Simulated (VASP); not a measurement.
Write the native input for VASP 6.6.1 that does the following.

| Quantity | Value |
| --- | --- |
| Task | single point |
| Functional | PBE |
| Potentials or basis | VASP PAW PBE potentials, release 64 (Zn, O) |
| Cutoff | 520 eV |
| k mesh | 12 × 12 × 6 |
| Occupations | gaussian, width 0.02 eV |
| Spin | no spin polarisation |
| Dipole correction | no |
| Further INCAR settings | ALGO = Normal; EDIFF = 1e-06; NBANDS = 26 |

The structure of ZnO lies in POSCAR:

```
ZnO
1.0
    3.4105663851      0.0000000000      0.0000000000
   -1.7052831925      2.9536371308      0.0000000000
    0.0000000000      0.0000000000      5.0850144487
Zn O
2 2
Direct
    0.6666666667      0.3333333333      0.4910614658
    0.3333333333      0.6666666667     -0.0089385342
    0.6666666667      0.3333333333      0.8892485342
    0.3333333333      0.6666666667      0.3892485342
```

This cell differs from its parent crystal: biaxial strain in the a-b plane: +4.0 %, then relaxed in part.

These files were run (other wordings do the same):

INCAR

```
PREC = Accurate
ENCUT = 520
EDIFF = 1E-6
ISMEAR = 0
SIGMA = 0.02
LREAL = F
LASPH = T
NELM = 100
ALGO = Normal
ISIF = 2
LWAVE = F
LCHARG = F
GGA = PE
NBANDS = 26
```

KPOINTS

```
regular mesh
0
Gamma
  12 12 6
```

Potentials or basis: VASP PAW PBE potentials, release 64 (Zn, O).

Launch:

```console
$ cat potpaw_PBE.64/Zn/POTCAR potpaw_PBE.64/O/POTCAR > POTCAR
$ mpirun -np 1 vasp_std > vasp.out
```

Results of the run:

| Item | Value |
| --- | --- |
| Pressure | -4.2 GPa |
| Largest force | 0.015 eV/Å |
| Band gap on the k mesh | 0.73 eV |

Caveat: the cell differs from its parent crystal (biaxial strain in the a-b plane: +4.0 %, then relaxed in part); the cell stands under tension.

Run time: 3.3 min on 1 thread of Intel Xeon 8259CL (shared host), peak memory 0.23 GiB.
